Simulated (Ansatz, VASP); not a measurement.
**Two plane-wave programs on TiTe2**

INCAR

```
PREC = Accurate
ENCUT = 520
EDIFF = 1E-7
ISMEAR = -1
SIGMA = 0.1
LREAL = F
LASPH = T
NELM = 80
ALGO = Normal
ISIF = 2
LWAVE = F
LCHARG = F
GGA = PE
NBANDS = 19
```

Contents of KPOINTS:

```
Automatic mesh
0
Gamma
  10 10 5
```

Contents of POSCAR:

```
TiTe2
1.0
    3.8389290397      0.0000000000      0.0000000000
   -1.9194645198      3.3246101224      0.0000000000
    0.0000000000      0.0000000000      6.6045435266
Ti Te
1 2
Direct
    0.0000000000      0.0000000000      0.0000000000
    0.6666666667      0.3333333333      0.2628000000
    0.3333333333      0.6666666667      0.7372000000
```

Input for Ansatz:

```yaml
crystal:
  lattice:
    - [3.838929039689702, 0.0, 0.0]
    - [-1.919464519844851, 3.324610122421536, 0.0]
    - [0.0, 0.0, 6.604543526582918]
  atoms:
    - { symbol: Ti, position: [0.0, 0.0, 0.0] }
    - { symbol: Te, position: [0.6666666666666666, 0.3333333333333333, 0.2628] }
    - { symbol: Te, position: [0.3333333333333333, 0.6666666666666666, 0.7372] }
basis:
  ecutwfc: 500.0
kpoints:
  mp_grid:
    grid: [10, 10, 5]
hamiltonian:
  xc: pbe
scf:
  convergence:
    dr2_threshold: 1.0e-07
  occupations:
    method: fermi_dirac
output:
  stress: true
```

Alike in both runs: task single point; functional PBE; k mesh 10 × 10 × 5; no spin polarisation.

|  | VASP | Ansatz |
| --- | --- | --- |
| version | VASP 6.6.1 | Ansatz 0.2.0 |
| potentials or method | VASP PAW PBE potentials, release 64 (Ti_sv, Te), cutoff 520 eV | plane waves, PAW |
| occupations | fermi-dirac, width 0.1 eV | fermi-dirac |
| valence electrons in the cell | 24 | 44 |

```tsv
	VASP	Ansatz	Ansatz less VASP
pressure (GPa)	-2.0	-2.0	0.00
traceless stress, the component that is largest in VASP (GPa)	0.38	0.37	-0.007
```

VASP's potentials hold 24 valence electrons a cell and Ansatz's 44, so a difference there can come from the potentials and not from the codes. Ansatz's warnings: stress scf threshold loose.

Spin-orbit coupling is off throughout.
